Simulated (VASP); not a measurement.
Runs of VASP 6.6.1 on SnTe2. The structure is that of space group Fm-3m (No. 225), or close to it. The cells are those of the table. 

| task | cell | k mesh | cutoff (eV) | gap on the mesh (eV) | pressure (GPa) | relaxed volume (Å³/atom) |
| --- | --- | --- | --- | --- | --- | --- |
| relaxation of cell and atoms | relaxed from a = 5.022 Å, angles 60.0°, 3 atoms | 4 × 4 × 4 | 600 | none | 0.0 | 34.57 |
| single point | a = 5.022 Å, angles 60.0°, 3 atoms | 4 × 4 × 4 | 520 | none | 7.3 | - |
| single point | a = 5.267 Å, angles 60.0°, 3 atoms | 4 × 4 × 4 | 520 | none | (b) | - |
| relaxation of cell and atoms | relaxed from a = 5.267 Å, angles 60.0°, 3 atoms | 12 × 12 × 12 | 600 | none | 0.0 | 34.38 |
| single point | a = 5.267 Å, angles 60.0°, 3 atoms | 12 × 12 × 12 | 520 | none | (a) | - |

Alike in all rows: level PBE; potentials or basis VASP PAW PBE potentials, release 64 (Sn_d, Te); no spin polarisation; smearing gaussian 0.1 eV.

Problem. Estimate the missing entries.

Solution. (a) -0.1; (b) 0.2.

Caveats: some runs use coarse meshes; spin-orbit coupling is left out, which moves the levels of the heavy elements; the volume moved by over 15 % at a fixed basis, so the end points are rough (some runs).

A k mesh can miss the band edges, and the runs leave out spin-orbit coupling on Sn, Te.

A gap of «none» marks levels without a gap at the run's occupations.
